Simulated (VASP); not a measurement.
# HfBr6N2 (Fm-3m) in VASP: single point with PBE

Aim: the single point of HfBr6N2 with PBE.

Everything below comes from runs of VASP 6.6.1. Logs are shortened: lines on timing, memory, paths and dates and some standing lists are left out, and cuts for length are marked.

### 1 The cell of the first run

Symmetry: Fm-3m, No. 225, cubic system. The conventional cell has a = 9.876 Å, b = 9.876 Å, c = 9.876 Å, α = 90.00°, β = 90.00°, γ = 90.00°. Br (site symmetry 4mm) has 1 Hf at 2.41 Å within 3.2 Å. Within 3.2 Å of Hf (site symmetry m-3m) lie 6 Br at 2.41 Å. Within 4.6 Å of N (site symmetry -43m) lie 12 Br at 3.49 Å and 4 Hf at 4.28 Å.

### 2 Single point, PBE

File INCAR:

```
  PREC = Accurate
  ENCUT = 520
  EDIFF = 1E-7
  ISMEAR = -1
  SIGMA = 0.1
  LREAL = False
  LASPH = True
  NELM = 80
  ALGO = Normal
  ISIF = 2
  LWAVE = False
  LCHARG = True
  GGA = PE
  LELF = True
  LVHAR = True
  NBANDS = 41
```

File KPOINTS:

```
Automatic mesh
0
Gamma
  6 6 6
```

File POSCAR:

```
HfBr6N2
1.0
    0.0000000000      4.9377960000      4.9377960000
    4.9377960000      0.0000000000      4.9377960000
    4.9377960000      4.9377960000      0.0000000000
Br Hf N
6 1 2
Direct
    0.7563000000      0.2437000000      0.2437000000
    0.2437000000      0.7563000000      0.2437000000
    0.2437000000      0.7563000000      0.7563000000
    0.7563000000      0.2437000000      0.7563000000
    0.2437000000      0.2437000000      0.7563000000
    0.7563000000      0.7563000000      0.2437000000
    0.0000000000      0.0000000000      0.0000000000
    0.2500000000      0.2500000000      0.2500000000
    0.7500000000      0.7500000000      0.7500000000
```

Potentials or basis: VASP PAW PBE potentials, release 64 (Br, Hf_pv, N).

Launch:

```bash
$ cat potpaw_PBE.64/Br/POTCAR potpaw_PBE.64/Hf_pv/POTCAR potpaw_PBE.64/N/POTCAR > POTCAR
$ mpirun -np 1 vasp_std > vasp.out
```

OUTCAR:

```text
PREC = Accurate
   ENCUT = 520
   EDIFF = 1E-7
   ISMEAR = -1
   LREAL = False
   LASPH = True
   NELM = 80
   ISIF = 2
   GGA = PE

 ion  position               nearest neighbor table
   1  0.756  0.244  0.244-   7 2.41
   2  0.244  0.756  0.244-   7 2.41
   3  0.244  0.756  0.756-   7 2.41
   4  0.756  0.244  0.756-   7 2.41
   5  0.244  0.244  0.756-   7 2.41
   6  0.756  0.756  0.244-   7 2.41
   7  0.000  0.000  0.000-   1 2.41   2 2.41   3 2.41   4 2.41   5 2.41   6 2.41
   8  0.250  0.250  0.250-
   9  0.750  0.750  0.750-

  LATTYP: Found a face centered cubic cell.
 ALAT       =     9.8755920000

  Lattice vectors:

 A1 = (   0.0000000000,   4.9377960000,   4.9377960000)
 A2 = (   4.9377960000,   0.0000000000,   4.9377960000)
 A3 = (   4.9377960000,   4.9377960000,   0.0000000000)

Analysis of symmetry for initial positions (statically):
=====================================================================
 Subroutine PRICEL returns:
 Original cell was already a primitive cell.

 Routine SETGRP: Setting up the symmetry group for a
 face centered cubic supercell.

 Subroutine GETGRP returns: Found 48 space group operations
 (whereof 48 operations were pure point group operations)
 out of a pool of 48 trial point group operations.

The static configuration has the point symmetry O_h .

Analysis of symmetry for dynamics (positions and initial velocities):
=====================================================================
 Subroutine PRICEL returns:
 Original cell was already a primitive cell.

 Routine SETGRP: Setting up the symmetry group for a
 face centered cubic supercell.

 Subroutine GETGRP returns: Found 48 space group operations
 (whereof 48 operations were pure point group operations)
 out of a pool of 48 trial point group operations.

The dynamic configuration has the point symmetry O_h .

 Subroutine INISYM returns: Found 48 space group operations
 (whereof 48 operations are pure point group operations),
 and found     1 'primitive' translations

----------------------------------------------------------------------------------------

                                     Primitive cell

  volume of cell :     240.7850

[... 96 lines left out ...]
   NSW    =      0    number of steps for IOM
   IBRION =     -1    ionic relax: 0-MD 1-quasi-New 2-CG
   NFREE  =      0    steps in history (QN), initial steepest desc. (CG)
   ISIF   =      2    stress and relaxation
   ISYM   =      2    0-nonsym 1-usesym 2-fastsym
   POTIM  = 0.5000    time-step for ionic-motion
   TEBEG  =    0.0;   TEEND  =   0.0 temperature during run
   PSTRESS=    0.0 pullay stress
   NELECT =      62.0000    total number of electrons
   NUPDOWN=      -1.0000    fix difference up-down
   EMIN   =  10.00;   EMAX   =-10.00  energy-range for DOS
   EFERMI =   0.00;   METHOD = LEGACY
   ISMEAR =    -1;   SIGMA  =   0.10  broadening in eV -4-tet -1-fermi 0-gaus
   EFERMI_NEDOS =   21; number of points for ismear=-14 and -15
   IALGO  =     38    algorithm
   IMIX   =      4    mixing-type and parameters
     AMIX     =   0.40;   BMIX     =  1.00
     AMIX_MAG =   1.60;   BMIX_MAG =  1.00
  volume/ion in A,a.u.               =      26.75       180.54
  Fermi-wavevector in a.u.,A,eV,Ry     =   1.041507  1.968163 14.758745  1.084737
  Thomas-Fermi vector in A             =   2.176131
   LORBIT       =      0    0 simple, 1 ext, 2 COOP (PROOUT), +10 PAW based schemes
   GGA     = PE    functional components
   LHFCALC =     F    Hartree Fock is set to
   AEXX    =    0.0000 exact exchange contribution
   IVDW    =     0    specifies the selected vdW correction
   LEPSILON=     F    determine dielectric tensor
   LRPA    =     F    only Hartree local field effects (RPA)
 non-spin polarized calculation
  energy-cutoff  :      520.00
  volume of cell :      240.78
 maximum number of plane-waves:      6520
 NGX is ok and might be reduce to    54
   NGX = 25   NGY = 25   NGZ = 25

 number of electron      62.0000004 magnetization

 Free energy of the ion-electron system (eV)
  ---------------------------------------------------
  ext. energy  EPLUGINS =         0.00000000
  ---------------------------------------------------
  free energy    TOTEN  =       -26.45202069 eV

  energy without entropy =      -25.80032450  energy(sigma->0) =      -26.12617260

 E-fermi :   0.1047     XC(G=0):  -8.5639

 val. band max:        0.1047035786   @ k =   0.1667   0.0000   0.0000
 cond. band min:       0.1129881045   @ k =  -0.3333   0.3333   0.1667
 fundamental gap:      0.0082845260
 Fermi energy:         0.1047226388

 k-point     1 :       0.0000    0.0000    0.0000
  band No.  band energies     occupation
      1     -29.6950      2.00000
      2     -29.6950      2.00000
      3     -29.6950      2.00000
      4     -14.6438      2.00000
      5     -13.6317      2.00000
      6     -13.6317      2.00000
[... 693 lines left out ...]
     40       7.7323      0.00000
     41       8.8086      0.00000

------------------------ aborting loop because EDIFF is reached ----------------------------------------

  FORCE on cell =-STRESS in cart. coord.  units (eV):
  Direction    XX          YY          ZZ          XY          YZ          ZX
  --------------------------------------------------------------------------------------
  -------------------------------------------------------------------------------------
  Total       12.7867154     12.7867154     12.7867154      0.0000000      0.0000000      0.0000000
  in kB       85.0824831     85.0824831     85.0824831      0.0000000      0.0000000      0.0000000
  external PRESSURE =      85.0824831 kB  Pullay stress =       0.0000000 kB

 VOLUME and BASIS-vectors are now :
 -----------------------------------------------------------------------------
  energy-cutoff  :      520.00
  volume of cell :      240.78
      direct lattice vectors                 reciprocal lattice vectors
     0.000000000  4.937796000  4.937796000    -0.101259752  0.101259752  0.101259752
     4.937796000  0.000000000  4.937796000     0.101259752 -0.101259752  0.101259752
     4.937796000  4.937796000  0.000000000     0.101259752  0.101259752 -0.101259752

 POSITION                                       TOTAL-FORCE (eV/Angst)
 -----------------------------------------------------------------------------------
      2.40668      4.93780      4.93780         2.816166      0.000000      0.000000
      4.93780      2.40668      4.93780        -0.000000      2.816166      0.000000
      7.46891      4.93780      4.93780        -2.816166      0.000000      0.000000
      4.93780      7.46891      4.93780        -0.000000     -2.816166      0.000000
      4.93780      4.93780      2.40668        -0.000000      0.000000      2.816166
      4.93780      4.93780      7.46891        -0.000000      0.000000     -2.816166
      0.00000      0.00000      0.00000        -0.000000      0.000000      0.000000
      2.46890      2.46890      2.46890         0.000000      0.000000      0.000000
      7.40669      7.40669      7.40669        -0.000000     -0.000000     -0.000000
 -----------------------------------------------------------------------------------
    total drift:                                0.000000      0.000000     -0.000000

  FREE ENERGIE OF THE ION-ELECTRON SYSTEM (eV)
  ---------------------------------------------------
  free  energy   TOTEN  =       -26.4520206937 eV

  energy  without entropy=      -25.8003245021  energy(sigma->0) =      -26.12617260
```

OSZICAR:

```text
N       E                     dE             d eps       ncg     rms          rms(c)
DAV:   1     0.413021947542E+03    0.41302E+03   -0.27654E+04  1336   0.130E+03
DAV:   2     0.657865322699E+01   -0.40644E+03   -0.39486E+03  1715   0.269E+02
DAV:   3    -0.266426091354E+02   -0.33221E+02   -0.32194E+02  1516   0.762E+01
DAV:   4    -0.271926674823E+02   -0.55006E+00   -0.54657E+00  1624   0.113E+01
[... 22 lines left out ...]
DAV:  27    -0.264520279252E+02    0.37939E-04   -0.26845E-05  1494   0.936E-03    0.372E-02
DAV:  28    -0.264520254399E+02    0.24852E-05   -0.89874E-07  1341   0.318E-03    0.279E-02
DAV:  29    -0.264520208789E+02    0.45610E-05   -0.44023E-06  1550   0.461E-03    0.813E-03
DAV:  30    -0.264520206645E+02    0.21442E-06   -0.49553E-07  1092   0.233E-03    0.156E-03
DAV:  31    -0.264520206937E+02   -0.29182E-07   -0.18454E-08   684   0.707E-04
   1 F= -.26452021E+02 E0= -.26126173E+02  d E =-.651696E+00
```

It took 4.3 min on 1 thread of AMD EPYC 9R45 (Zen 5), shared host; peak memory 0.44 GiB.

Results:

```yaml
Free_energy: -26.4520 eV
Pressure: 8.5 GPa
Largest_force: 2.816 eV/Å
Band_gap_on_the_k_mesh: zero (bands 31 and 32 overlap by 0.15 eV)
```

Forces in eV/Å, atoms in the order of the input:
```
Br   2.816  0.000  0.000
Br   0.000  2.816  0.000
Br  -2.816  0.000  0.000
Br   0.000 -2.816  0.000
Br   0.000  0.000  2.816
Br   0.000  0.000 -2.816
Hf   0.000  0.000  0.000
N    0.000  0.000  0.000
N    0.000  0.000  0.000
```

Levels at points of the mesh, in eV from the Fermi level:
```
           k point  band 27  band 28  band 29  band 30  band 31  band 32  band 33  band 34  band 35  band 36
(0.00, 0.00, 0.00)     0.09     0.09     0.09     0.09     0.09     0.09     0.41     0.41     0.41     3.50
(0.50, 0.00, 0.00)    -0.47    -0.47    -0.35    -0.32    -0.28     0.16     0.16     0.30     0.30     3.77
(0.50, 0.50, 0.00)    -0.52    -0.52    -0.32    -0.30     0.05     0.05     0.08     0.23     0.23     3.46
```

Caveat: the cell stands under pressure; spin-orbit coupling is left out, which moves the levels of the heavy elements; forces of over 1 eV/Å act on the atoms, so gaps and moduli don't describe the material at rest.
